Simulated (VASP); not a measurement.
Wanted: the native input for a VASP 6.6.1 run.

- Task: single point
- Functional: PBE
- Potentials or basis: VASP PAW PBE potentials, release 64 (Te)
- Cutoff: 520 eV
- k mesh: 16 × 16 × 9
- Occupations: fermi-dirac, width 0.1 eV
- Spin: no spin polarisation
- Dipole correction: no
- Further INCAR settings: ALGO = Normal; EDIFF = 1e-06; NBANDS = 13

The structure of Te lies in POSCAR:

```
Te
1.0
    2.7413514494      0.0000000000      0.0000000000
   -1.3706757247      2.3740799959      0.0000000000
    0.0000000000      0.0000000000      4.3602018888
Te
2
Direct
    0.3333333333      0.6666666667      0.2500000000
    0.6666666667      0.3333333333      0.7500000000
```

This isn't the form of Te at room conditions, which is trigonal, of chains.

The input as run:

INCAR

```
PREC = Accurate ; ENCUT = 520
EDIFF = 1E-6 ; ISMEAR = -1
SIGMA = 0.1 ; LREAL = False
LASPH = True ; NELM = 100
ALGO = Normal ; ISIF = 2
LWAVE = False ; LCHARG = False
GGA = PE ; NBANDS = 13
```

KPOINTS

```
Automatic mesh
0
Gamma
  16 16 9
```

Potentials or basis: VASP PAW PBE potentials, release 64 (Te).

Launch:

```bash
$ cat potpaw_PBE.64/Te/POTCAR > POTCAR
$ mpirun -np 1 vasp_std > vasp.out
```

It gave:

```json
{
  "Pressure": "192.1 GPa",
  "Band gap on the k mesh": "zero (bands 6 and 7 overlap by 10.47 eV)"
}
```

Caveat: the cell stands under pressure; spin-orbit coupling is left out, which moves the levels of the heavy elements.

It took 48 s on 1 thread of AMD EPYC 7R13, with other jobs on the host, peak memory 0.17 GiB.
